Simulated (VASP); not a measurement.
Crystal: TaSi5B2.

```
CELL_PARAMETERS angstrom
4.50839 0.00000 0.00000
-2.25419 3.90438 0.00000
0.00000 0.00000 7.08224
ATOMIC_POSITIONS crystal
Ta 0.33333 0.66667 0.00000
Si 0.17407 0.82593 0.50000
Si 0.17407 0.34814 0.50000
Si 0.65186 0.82593 0.50000
Si 0.66667 0.33333 0.25903
Si 0.66667 0.33333 0.74097
B 0.00000 0.00000 0.00000
B 0.66667 0.33333 0.50000
```

The cell was built from a structure type or drawn by symmetry, and may not be a known phase.

| Property | Result |
| --- | --- |
| Program | VASP 6.6.1 |
| Task | relaxation of cell and atoms |
| Functional | PBE |
| Potentials or basis | VASP PAW PBE potentials, release 64 (Ta_pv, Si, B) |
| Cutoff | 500 eV |
| k mesh | 4 × 4 × 3 |
| Occupations | gaussian, width 0.2 eV |
| Spin | no spin polarisation |

At the start: pressure 7.6 GPa; volume 15.58 Å³/atom.

Question: Where does the relaxation end?

Answer: Over 16 steps the energy falls by 523.9 meV/atom and the volume is 14.24 Å³/atom (-8.6 %); space group P-6m2 (No. 187, to 0.1 Å) before and after.

Step by step:
```tsv
step	energy change (eV)	largest force (eV/Å)	pressure (GPa)	volume (Å³)
1	0.0000	8.3060	7.64	124.66
2	-1.5888	5.4115	-7.86	138.36
3	-2.3570	1.7515	-6.55	132.37
4	-3.0640	1.2313	-1.94	122.68
5	-3.0831	1.8866	-0.63	121.00
6	-3.4751	0.0901	2.73	114.59
7	-3.4903	0.4342	3.75	113.27
8	-3.6717	0.2627	-0.06	115.15
9	-3.7188	0.3402	-2.38	116.51
10	-3.8217	1.6070	-4.60	118.97
11	-3.9987	1.8760	-3.78	118.02
12	-4.0740	2.1246	-2.86	117.12
13	-4.1822	0.1869	-1.51	115.48
14	-4.1850	0.1767	-1.20	115.16
15	-4.1902	0.0835	-0.51	114.46
16	-4.1914	0.0132	0.02	113.95
```

Final structure:
```cif
data_structure
_symmetry_space_group_name_H-M 'P 1'
_symmetry_Int_Tables_number 1
_cell_length_a 4.7380
_cell_length_b 4.7380
_cell_length_c 5.8612
_cell_angle_alpha 90.000
_cell_angle_beta 90.000
_cell_angle_gamma 120.000
_cell_volume 113.95
loop_
_atom_site_label
_atom_site_type_symbol
_atom_site_fract_x
_atom_site_fract_y
_atom_site_fract_z
_atom_site_occupancy
Ta1 Ta 0.33333 0.66667 0.00000 1
Si1 Si 0.16733 0.83267 0.50000 1
Si2 Si 0.16733 0.33467 0.50000 1
Si3 Si 0.66533 0.83267 0.50000 1
Si4 Si 0.66667 0.33333 0.17988 1
Si5 Si 0.66667 0.33333 0.82012 1
B1 B 0.00000 0.00000 0.00000 1
B2 B 0.66667 0.33333 0.50000 1
```

Caveat: the k points lie up to 0.38 Å⁻¹ apart in the final cell, too coarse for converged energies and pressures of a metal; a cell axis changed by over 15 % at a fixed basis, so the end point is rough.
